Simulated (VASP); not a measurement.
Al2O3: relaxation of the atoms with PBE

Al2O3:

```
Al O
1.0
     2.38025    1.37424    4.33187
    -2.38025    1.37424    4.33187
     0.00000   -2.74848    4.33187
Al O
4 6
Direct
  0.35216 0.35216 0.35216
  0.14784 0.14784 0.14784
  0.64784 0.64784 0.64784
  0.85216 0.85216 0.85216
  0.55668 0.94332 0.25000
  0.25000 0.55668 0.94332
  0.94332 0.25000 0.55668
  0.44332 0.05668 0.75000
  0.75000 0.44332 0.05668
  0.05668 0.75000 0.44332
```

| Property | Result |
| --- | --- |
| Program | VASP 6.6.1 |
| Task | relaxation of the atoms |
| Functional | PBE |
| Potentials or basis | VASP PAW PBE potentials, release 64 (Al, O) |
| Cutoff | 520 eV |
| k mesh | 5 × 5 × 5 |
| Occupations | gaussian, width 0.01 eV |
| Spin | no spin polarisation |
| Dipole correction | no |
| Further INCAR settings | ALGO = Normal; EDIFF = 1e-07; IBRION = 2; EDIFFG = -0.002; NSW = 80 |

The energy gained by relaxing is 0.0 meV/atom and the ionic steps are 5. The pressure after relaxing is 7.2 GPa and the band gap on the k mesh is 6.22 eV, direct.

Stress tensor (GPa, compression positive):
```
7.39 0.00 0.00
0.00 7.39 0.00
0.00 0.00 6.83
```

The path:
```
step  energy change (eV)  largest force (eV/Å)  pressure (GPa)
   1              0.0000                0.0268            7.20
   2             -0.0001                0.0072            7.21
   3             -0.0001                0.0031            7.20
   4             -0.0001                0.0027            7.20
   5             -0.0001                0.0010            7.20
```

Final structure:
```xyz
10
Lattice="2.3803 1.3742 4.3319 -2.3803 1.3742 4.3319 0.0000 -2.7485 4.3319" Properties=species:S:1:pos:R:3 pbc="T T T"
Al    0.0000    0.0000    4.5753
Al    0.0000    0.0000    1.9225
Al    0.0000    0.0000    8.4203
Al    0.0000    0.0000   11.0731
O    -0.9213    1.3742    7.5808
O    -0.7295   -1.4850    7.5808
O     1.6508    0.1107    7.5808
O     0.9213   -1.3742    5.4148
O     0.7295    1.4850    5.4148
O    -1.6508   -0.1107    5.4148
```

Levels at points of the mesh, in eV from the valence-band top:
| k point | band 20 | band 21 | band 22 | band 23 | band 24 | band 25 | band 26 | band 27 | band 28 | band 29 |
| --- | --- | --- | --- | --- | --- | --- | --- | --- | --- | --- |
| (0.00, 0.00, 0.00) | -0.49 | -0.49 | -0.04 | -0.04 | 0.00 | 6.22 | 9.14 | 10.74 | 11.52 | 11.52 |

Run time: 3.8 min on 1 thread of AMD EPYC 7R43 64-Core Processor (Zen 3), with other jobs on the host, peak memory 0.21 GiB.

PBE gaps usually lie below the measured ones, often by a third to a half.
